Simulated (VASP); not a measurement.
A run of VASP 6.6.1 is set up as follows.

Contents of INCAR:

```
ALGO     = Normal         # electronic algorithm
EDIFF    = 1E-6           # SCF threshold, eV
ENCUT    = 520            # plane-wave cutoff, eV
GGA      = PE             # functional
ISIF     = 2              # what is computed and relaxed
ISMEAR   = 0              # smearing method
LASPH    = T              # aspherical terms in the spheres
LCHARG   = F              # write CHGCAR
LREAL    = F              # projectors in reciprocal space
LWAVE    = F              # write WAVECAR
NBANDS   = 19             # bands
NELM     = 60             # most SCF steps
PREC     = Accurate       # precision mode
SIGMA    = 0.1            # smearing width, eV
```

KPOINTS

```
k-points
0
Gamma
  6 6 2
```

File POSCAR:

```
Si4S
1.0
    4.0263710445      0.0000000032      0.0000000000
   -2.0131855250      3.4869396080      0.0000000000
    0.0000000000      0.0000000000      6.7315738019
Si S
4 1
Direct
    0.3333333333      0.6666666667      0.7043014821
    0.6666666667      0.3333333333      0.7043014821
    0.6666666667      0.3333333333      0.2956985179
    0.3333333333      0.6666666667      0.2956985179
    0.0000000000      0.0000000000      0.0000000000
```

Potentials or basis: VASP PAW PBE potentials, release 64 (Si, S).

Command:

```bash
$ cat potpaw_PBE.64/Si/POTCAR potpaw_PBE.64/S/POTCAR > POTCAR
$ mpirun -np 1 vasp_std > vasp.out
```

(1) Estimate the band gap on the k mesh.

(2) Estimate the pressure.

Results:

(1) zero (bands 11 and 12 overlap by 2.42 eV).

(2) 0.0 GPa.

Caveat: the k points lie up to 0.47 Å⁻¹ apart, too coarse for converged energies and pressures of a metal.
